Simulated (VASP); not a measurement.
Set up this calculation in VASP 6.6.1, as the native input.

| Item | Value |
| --- | --- |
| Task | relaxation of cell and atoms |
| Functional | PBE |
| Potentials or basis | VASP PAW PBE potentials, release 64 (Sr_sv, Br) |
| Cutoff | 600 eV |
| k mesh | 6 × 6 × 6 |
| Occupations | gaussian, width 0.1 eV |
| Spin | no spin polarisation |
| Dipole correction | no |
| Further INCAR settings | ALGO = Normal; EDIFF = 1e-06; IBRION = 2; EDIFFG = -0.01; NSW = 100; ISIF = 3 |

The structure of Sr2Br3 lies in POSCAR:

```
Sr2Br3
1.0
    5.9652484767      0.0000000000      0.0000000000
    0.0000000000      5.9652484767      0.0000000000
    0.0000000000      0.0000000000      5.9652484767
Sr Br
2 3
Direct
    0.0000000000      0.0000000000      0.0000000000
    0.5000000000      0.5000000000      0.5000000000
    0.0000000000      0.5000000000      0.5000000000
    0.5000000000      0.0000000000      0.5000000000
    0.5000000000      0.5000000000      0.0000000000
```

These files were run (other wordings do the same):

INCAR

```
PREC     = Accurate       # precision mode
ENCUT    = 600            # plane-wave cutoff, eV
EDIFF    = 1E-6           # SCF threshold, eV
ISMEAR   = 0              # smearing method
SIGMA    = 0.1            # smearing width, eV
LREAL    = F              # projectors in reciprocal space
LASPH    = T              # aspherical terms in the spheres
NELM     = 100            # most SCF steps
ALGO     = Normal         # electronic algorithm
ISIF     = 3              # what is computed and relaxed
LWAVE    = F              # write WAVECAR
LCHARG   = F              # write CHGCAR
GGA      = PE             # functional
IBRION   = 2              # ionic algorithm
NSW      = 100            # ionic steps
EDIFFG   = -0.01          # ionic threshold
```

KPOINTS

```
Automatic mesh
0
Gamma
  6 6 6
```

Potentials or basis: VASP PAW PBE potentials, release 64 (Sr_sv, Br).

Command:

```sh
$ cat potpaw_PBE.64/Sr_sv/POTCAR potpaw_PBE.64/Br/POTCAR > POTCAR
$ mpirun -np 1 vasp_std > vasp.out
```

It gave:

- Relaxed volume: 42.52 Å³/atom
- Relaxed cell: a = 5.969 Å, b = 5.969 Å, c = 5.969 Å, α = 90.00°, β = 90.00°, γ = 90.00°
- Space group after relaxing (to 0.05 Å): Pm-3m (No. 221)
- Energy gained by relaxing: 0.0 meV/atom
- Ionic steps: 2
- Pressure after relaxing: 0.0 GPa

Caveat: an odd number of electrons without spin polarisation forces a metal; a magnetic or distorted state may lie lower.

Run time: 68 s on 1 thread of Intel(R) Xeon(R) 6975P-C (Granite Rapids) (shared host), peak memory 0.4 GiB.
